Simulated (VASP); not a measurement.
# BAs (rocksalt type) (Fm-3m) in VASP: notebook, part 2 of 2

VASP 6.6.1. The steps go on from the part before.

**3. Single point, PBE (volume scaled by 0.72)**

INCAR reads:

```
ALGO = Normal
EDIFF = 1E-7
ENCUT = 520
GGA = PE
ISIF = 2
ISMEAR = -1
LASPH = T
LCHARG = F
LREAL = F
LWAVE = F
NBANDS = 11
NELM = 80
PREC = Accurate
SIGMA = 0.08
```

KPOINTS reads:

```
k-points
0
Gamma
  15 15 15
```

POSCAR reads:

```
BAs
1.0
    0.0000000000      2.0684683848      2.0684683848
    2.0684683848      0.0000000000      2.0684683848
    2.0684683848      2.0684683848      0.0000000000
B As
1 1
Direct
    0.0000000000      0.0000000000      0.0000000000
    0.5000000000      0.5000000000      0.5000000000
```

Potentials or basis: VASP PAW PBE potentials, release 64 (B, As).

Command:

```bash
$ cat potpaw_PBE.64/B/POTCAR potpaw_PBE.64/As/POTCAR > POTCAR
$ mpirun -np 1 vasp_std > vasp.out
```

OUTCAR:

```text
EDIFF = 1E-7
   ENCUT = 520
   GGA = PE
   ISIF = 2
   ISMEAR = -1
   LASPH = T
   LREAL = F
   NELM = 80
   PREC = Accurate

 ion  position               nearest neighbor table
   1  0.000  0.000  0.000-   2 2.07   2 2.07   2 2.07   2 2.07   2 2.07   2 2.07
   2  0.500  0.500  0.500-   1 2.07   1 2.07   1 2.07   1 2.07   1 2.07   1 2.07

  LATTYP: Found a face centered cubic cell.
 ALAT       =     4.1369367696

  Lattice vectors:

 A1 = (   0.0000000000,   2.0684683848,   2.0684683848)
 A2 = (   2.0684683848,   0.0000000000,   2.0684683848)
 A3 = (   2.0684683848,   2.0684683848,   0.0000000000)

Analysis of symmetry for initial positions (statically):
=====================================================================
 Subroutine PRICEL returns:
 Original cell was already a primitive cell.

 Routine SETGRP: Setting up the symmetry group for a
 face centered cubic supercell.

 Subroutine GETGRP returns: Found 48 space group operations
 (whereof 48 operations were pure point group operations)
 out of a pool of 48 trial point group operations.

The static configuration has the point symmetry O_h .

Analysis of symmetry for dynamics (positions and initial velocities):
=====================================================================
 Subroutine PRICEL returns:
 Original cell was already a primitive cell.

 Routine SETGRP: Setting up the symmetry group for a
 face centered cubic supercell.

 Subroutine GETGRP returns: Found 48 space group operations
 (whereof 48 operations were pure point group operations)
 out of a pool of 48 trial point group operations.

The dynamic configuration has the point symmetry O_h .

 Subroutine INISYM returns: Found 48 space group operations
 (whereof 48 operations are pure point group operations),
 and found     1 'primitive' translations

----------------------------------------------------------------------------------------

                                     Primitive cell
[... 113 lines left out ...]
  Fermi-wavevector in a.u.,A,eV,Ry     =   1.256356  2.374168 21.475838  1.578430
  Thomas-Fermi vector in A             =   2.390068
   LORBIT       =      0    0 simple, 1 ext, 2 COOP (PROOUT), +10 PAW based schemes
   GGA     = PE    functional components
   LHFCALC =     F    Hartree Fock is set to
   AEXX    =    0.0000 exact exchange contribution
   IVDW    =     0    specifies the selected vdW correction
   LEPSILON=     F    determine dielectric tensor
   LRPA    =     F    only Hartree local field effects (RPA)
 non-spin polarized calculation
  energy-cutoff  :      520.00
  volume of cell :       17.70
 maximum number of plane-waves:       531
 NGX is ok and might be reduce to    24
   NGX = 11   NGY = 11   NGZ = 11

 number of electron       8.0000000 magnetization

 Free energy of the ion-electron system (eV)
  ---------------------------------------------------
  ext. energy  EPLUGINS =         0.00000000
  ---------------------------------------------------
  free energy    TOTEN  =        -8.23257993 eV

  energy without entropy =       -8.21869469  energy(sigma->0) =       -8.22563731

 E-fermi :  11.8662     XC(G=0): -12.8970

 val. band max:       11.8657998126   @ k =   0.4000   0.2000   0.0000
 cond. band min:      11.9224372370   @ k =   0.4000   0.2667   0.0667
 fundamental gap:      0.0566374243
 Fermi energy:        11.8662372490

 k-point     1 :       0.0000    0.0000    0.0000
  band No.  band energies     occupation
      1      -7.9714      2.00000
      2      11.6420      1.88570
      3      11.6420      1.88570
      4      11.6420      1.88570
      5      20.7042      0.00000
      6      20.8444      0.00000
      7      20.8444      0.00000
      8      20.8444      0.00000
      9      21.9827      0.00000
     10      21.9827      0.00000
     11      21.9827      0.00000
[... 309 lines left out ...]
 k-point    24 :       0.2000    0.1333    0.0000
  band No.  band energies     occupation
      1      -6.9933      2.00000
      2       8.8363      2.00000
      3       9.8133      2.00000
      4      11.3950      1.99448
      5      14.6940      0.00000
      6      18.0796      0.00000
      7      21.6317      0.00000
      8      22.1053      0.00000
      9      22.4450      0.00000
     10      24.8566      0.00000
     11      25.1013      0.00000

 [... further k-points ...]
[... 5 lines left out ...]
  --------------------------------------------------------------------------------------
  -------------------------------------------------------------------------------------
  Total        9.4941945      9.4941945      9.4941945     -0.0000000      0.0000000     -0.0000000
  in kB      859.3934675    859.3934675    859.3934675     -0.0000000      0.0000000     -0.0000000
  external PRESSURE =     859.3934675 kB  Pullay stress =       0.0000000 kB

 VOLUME and BASIS-vectors are now :
 -----------------------------------------------------------------------------
  energy-cutoff  :      520.00
  volume of cell :       17.70
      direct lattice vectors                 reciprocal lattice vectors
     0.000000000  2.068468385  2.068468385    -0.241724748  0.241724748  0.241724748
     2.068468385  0.000000000  2.068468385     0.241724748 -0.241724748  0.241724748
     2.068468385  2.068468385  0.000000000     0.241724748  0.241724748 -0.241724748

 POSITION                                       TOTAL-FORCE (eV/Angst)
 -----------------------------------------------------------------------------------
      0.00000      0.00000      0.00000         0.000000      0.000000      0.000000
      2.06847      2.06847      2.06847        -0.000000     -0.000000     -0.000000
 -----------------------------------------------------------------------------------
    total drift:                                0.000000     -0.000000     -0.000000

  FREE ENERGIE OF THE ION-ELECTRON SYSTEM (eV)
  ---------------------------------------------------
  free  energy   TOTEN  =        -8.2325799310 eV

  energy  without entropy=       -8.2186946855  energy(sigma->0) =       -8.22563731
```

stdout:

```text
POSCAR found type information on POSCAR B As
 POSCAR found :  2 types and       2 ions
 scaLAPACK will be used
 LDA part: xc-table for (Slater+PW92), standard interpolation
 POSCAR, INCAR and KPOINTS ok, starting setup
 FFT: planning ... GRIDC
 FFT: planning ... GRID_SOFT
 FFT: planning ... GRID
 WAVECAR not read
 entering main loop
```

It took 11 s on 1 thread of Intel Xeon Platinum 8488C (Sapphire Rapids), shared host; peak memory 0.15 GiB.

Results:

| Property | Result |
| --- | --- |
| Free energy | -8.2326 eV |
| Pressure | 85.9 GPa |
| Band gap on the k mesh | zero (band 4 reaches 13.14 eV, above the bottom of band 5 at 9.35 eV) |

**4. Single point, PBE (volume scaled by 0.72)**

INCAR reads:

```
SYSTEM = BAs
PREC = Accurate
ENCUT = 520
EDIFF = 1E-6
ISMEAR = -1
SIGMA = 0.08
LREAL = .False.
LASPH = .True.
NELM = 80
ALGO = Normal
ISIF = 2
LWAVE = .False.
LCHARG = .True.
GGA = PE
LELF = .True.
LVHAR = .True.
NBANDS = 11
```

KPOINTS reads:

```
regular mesh
0
Gamma
  15 15 15
  0 0 0
```

POSCAR is that of step 3.

Command:

```bash
$ cat potpaw_PBE.64/B/POTCAR potpaw_PBE.64/As/POTCAR > POTCAR
$ mpirun -np 1 vasp_std > vasp.out
```

Run time: 11 s. Hardware: 1 thread of Intel Xeon Platinum 8488C (Sapphire Rapids), shared host; peak memory 0.15 GiB.

It converged, with:

* Free energy: -8.2326 eV
* Pressure: 85.9 GPa
* Band gap on the k mesh: zero (band 4 reaches 13.14 eV, above the bottom of band 5 at 9.35 eV)

Levels at points of the mesh, in eV from the Fermi level:
```tsv
k point	band 1	band 2	band 3	band 4	band 5	band 6	band 7	band 8
(0.00, 0.00, 0.00)	-19.84	-0.22	-0.22	-0.22	8.84	8.98	8.98	8.98
```
